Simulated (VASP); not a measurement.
A run of VASP 6.6.1:

File INCAR:

```
SYSTEM = Ge3PdRu
ALGO = Normal ; EDIFF = 1E-6
ENCUT = 520 ; GGA = PE
ISIF = 2 ; ISMEAR = 0
LASPH = .True. ; LCHARG = .False.
LREAL = .False. ; LWAVE = .False.
NBANDS = 41 ; NELM = 100
PREC = Accurate ; SIGMA = 0.1
```

The input KPOINTS:

```
k-points
0
Gamma
  4 4 4
  0 0 0
```

POSCAR

```
Ge3PdRu
1.0
    4.4565955600      0.0000000000      0.0000000000
    0.0000000000      4.4565955600      0.0000000000
    0.0000000000      0.0000000000      4.4565955600
Ge Ru Pd
3 1 1
Direct
    0.0000000000      0.5000000000      0.5000000000
    0.5000000000      0.0000000000      0.5000000000
    0.5000000000      0.5000000000      0.0000000000
    0.0000000000      0.0000000000      0.0000000000
    0.5000000000      0.5000000000      0.5000000000
```

Potentials or basis: VASP PAW PBE potentials, release 64 (Ge_d, Ru_pv, Pd).

The run is started by

```sh
$ cat potpaw_PBE.64/Ge_d/POTCAR potpaw_PBE.64/Ru_pv/POTCAR potpaw_PBE.64/Pd/POTCAR > POTCAR
$ mpirun -np 1 vasp_std > vasp.out
```

Hardware: 1 thread of Intel(R) Xeon(R) Platinum 8488C (Sapphire Rapids), with other jobs on the host.

Problem. Estimate the wall time of this run.

Solution. It took 33 s on 1 thread of Intel(R) Xeon(R) Platinum 8488C (Sapphire Rapids), with other jobs on the host, peak memory 0.19 GiB. Counts: scf iterations 15, k points 10.
